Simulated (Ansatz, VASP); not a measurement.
# HfO2: VASP beside Ansatz

File INCAR:

```
PREC = Accurate
ENCUT = 600
EDIFF = 1E-6
ISMEAR = 0
SIGMA = 0.1
LREAL = False
LASPH = True
NELM = 100
ALGO = Normal
ISIF = 3
LWAVE = False
LCHARG = False
GGA = PE
IBRION = 2
NSW = 100
EDIFFG = -0.05
```

Contents of KPOINTS:

```
regular mesh
0
Gamma
  6 6 4
```

The input POSCAR:

```
HfO2
1.0
    3.5580193300      0.0000000000      0.0000000000
    0.0000000000      3.5580193300      0.0000000000
    0.0000000000      0.0000000000      5.1718612100
Hf O
2 4
Direct
    0.5000000000      0.5000000000      0.5000000000
    0.0000000000      0.0000000000      0.0000000000
    0.0000000000      0.5000000000      0.6972078800
    0.5000000000      0.0000000000      0.8027921200
    0.5000000000      0.0000000000      0.3027921200
    0.0000000000      0.5000000000      0.1972078800
```

Input for Ansatz:

```yaml
crystal:
  lattice:
    - [3.55801933, 0.0, 0.0]
    - [0.0, 3.55801933, 0.0]
    - [0.0, 0.0, 5.17186121]
  atoms:
    - { symbol: Hf, position: [0.5, 0.5, 0.5] }
    - { symbol: Hf, position: [0.0, 0.0, 0.0] }
    - { symbol: O, position: [0.0, 0.5, 0.69720788] }
    - { symbol: O, position: [0.5, 0.0, 0.80279212] }
    - { symbol: O, position: [0.5, 0.0, 0.30279212] }
    - { symbol: O, position: [0.0, 0.5, 0.19720788] }
basis:
  ecutwfc: 420
kpoints:
  mp_grid: { grid: [6, 6, 4] }
hamiltonian:
  xc: pbe
scf:
  occupations: { method: gaussian, width: 0.1 }
output:
  forces: true
  stress: true
  eigenvalues: true
relax:
  adjacent_minimum: "off"
  f_tol: 0.05
  max_steps: 80
  cell: { stress_tol: 0.5 }
```

Alike in both runs: task relaxation of cell and atoms; functional PBE; k mesh 6 × 6 × 4; occupations gaussian, width 0.1 eV; no spin polarisation.

|  | VASP | Ansatz |
| --- | --- | --- |
| version | VASP 6.6.1 | Ansatz 0.2.0 |
| potentials or method | VASP PAW PBE potentials, release 64 (Hf_pv, O), cutoff 600 eV | scalar-relativistic, plane waves, PAW |
| valence electrons in the cell | 44 | 76 |

```csv
,VASP,Ansatz,Ansatz less VASP
"gap on the k mesh at the Fermi level, each at its own relaxed structure (eV)",4.65,4.65,-0.001
relaxed volume (Å³/atom),11.18,11.36,+0.186
relaxed length of the cell vector where the two differ most in proportion (Å),5.210,5.251,+0.0408
```

VASP's potentials hold 44 valence electrons a cell and Ansatz's 76, so a difference there can come from the potentials and not from the codes.

Neither program's run includes spin-orbit coupling.
